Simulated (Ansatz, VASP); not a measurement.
**Two plane-wave programs on Cu**

```
CELL_PARAMETERS angstrom
0.00000 1.75916 1.75916
1.75916 0.00000 1.75916
1.75916 1.75916 0.00000
ATOMIC_POSITIONS crystal
Cu 0.00000 0.00000 0.00000
```

Alike in both runs: functional LDA; k mesh 26 × 26 × 26; occupations fermi-dirac, width 0.1 eV; no spin polarisation.

Ansatz relaxed the structure, and its values are those at the end. VASP's run is a single point on that final structure, the one shown.

|  | VASP | Ansatz |
| --- | --- | --- |
| version | VASP 6.6.1 | Ansatz 0.2.0 |
| potentials or method | VASP PAW LDA potentials, release 64 (Cu) | PAW with Ansatz's default frozen-core files, scalar-relativistic |
| plane-wave cutoff (eV) | 520 | 420 |
| valence electrons in the cell | 11 | 19 |

```tsv
	VASP	Ansatz	Ansatz less VASP
pressure (GPa)	0.9	0.0	-0.86
```

LDA's correlation is that of Perdew and Zunger in VASP and of Perdew and Wang (1992) in Ansatz. VASP's potentials hold 11 valence electrons a cell and Ansatz's 19, so a difference there can come from the potentials and not from the codes.
